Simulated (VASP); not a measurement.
Here is a VASP 6.6.1 calculation.

File INCAR:

```
  PREC = Accurate
  ENCUT = 520
  EDIFF = 1E-8
  ISMEAR = -1
  SIGMA = 0.08
  LREAL = False
  LASPH = True
  NELM = 100
  ALGO = Normal
  ISIF = 2
  LWAVE = False
  LCHARG = False
  GGA = PS
  LEFG = True
  NBANDS = 11
```

KPOINTS

```
Automatic mesh
0
Gamma
  16 16 16
```

File POSCAR:

```
Hf
1.0
   -1.7689000000      1.8050000000      1.8050000000
    1.8050000000     -1.7689000000      1.8050000000
    1.8050000000      1.8050000000     -1.7689000000
Hf
1
Direct
    0.0000000000      0.0000000000      0.0000000000
```

Potentials or basis: VASP PAW PBE potentials, release 64 (Hf_pv).

Run with:

```console
$ cat potpaw_PBE.64/Hf_pv/POTCAR > POTCAR
$ mpirun -np 1 vasp_std > vasp.out
```

Problem. Estimate the band gap on the k mesh.

Solution. Zero (bands 5 and 6 overlap by 2.05 eV).

Problem. Predict the pressure.

Solution. -9.2 GPa.

Electric field gradients, principal values (V/Å²):
| atom | least | middle | greatest (by size) |
| --- | --- | --- | --- |
| 1 Hf | 19.682 | 19.682 | -39.365 |

Caveat: the cell differs from its parent crystal (equal xy, yz and zx shear strains of +2 %); the cell stands under tension; without QUAD_EFG the Cq values of the log hold for a quadrupole moment of 1 mb, not for the nuclei; the PAW data sets were made with another functional, which shifts forces and pressure a little; spin-orbit coupling is left out, which moves the levels of the heavy elements.
